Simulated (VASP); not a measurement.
Set up this calculation in VASP 6.6.1, as the native input.

- Task: single point
- Functional: PBEsol
- Potentials or basis: VASP PAW PBE potentials, release 64 (Zr_sv, S)
- Cutoff: 520 eV
- k mesh: 16 × 16 × 16
- Occupations: gaussian, width 0.15 eV
- Spin: no spin polarisation
- Dipole correction: no
- Further INCAR settings: ALGO = Normal; EDIFF = 1e-06; NBANDS = 16

The structure of ZrS lies in POSCAR:

```
ZrS
1.0
    0.1108381097      2.7709527435      2.7709527435
    2.7709527435      0.1108381097      2.7709527435
    2.7709527435      2.7709527435      0.1108381097
Zr S
1 1
Direct
    0.0000000000      0.0000000000      0.0000000000
    0.5000000000      0.5000000000      0.5000000000
```

One way to write it, as run:

INCAR

```
PREC = Accurate
ENCUT = 520
EDIFF = 1E-6
ISMEAR = 0
SIGMA = 0.15
LREAL = F
LASPH = T
NELM = 80
ALGO = Normal
ISIF = 2
LWAVE = F
LCHARG = F
GGA = PS
NBANDS = 16
```

KPOINTS

```
Automatic mesh
0
Gamma
  16 16 16
```

Potentials or basis: VASP PAW PBE potentials, release 64 (Zr_sv, S).

Launch:

```bash
$ cat potpaw_PBE.64/Zr_sv/POTCAR potpaw_PBE.64/S/POTCAR > POTCAR
$ mpirun -np 1 vasp_std > vasp.out
```

Results of the run:

```yaml
Pressure: -15.6 GPa
Band_gap_on_the_k_mesh: zero (bands 9 and 10 overlap by 2.07 eV)
```

Caveat: the cell stands under tension; the PAW data sets were made with another functional, which shifts forces and pressure a little.

Run time: 2.4 min on 1 thread of Intel(R) Xeon(R) 6975P-C (Granite Rapids), with other jobs on the host, peak memory 0.37 GiB.
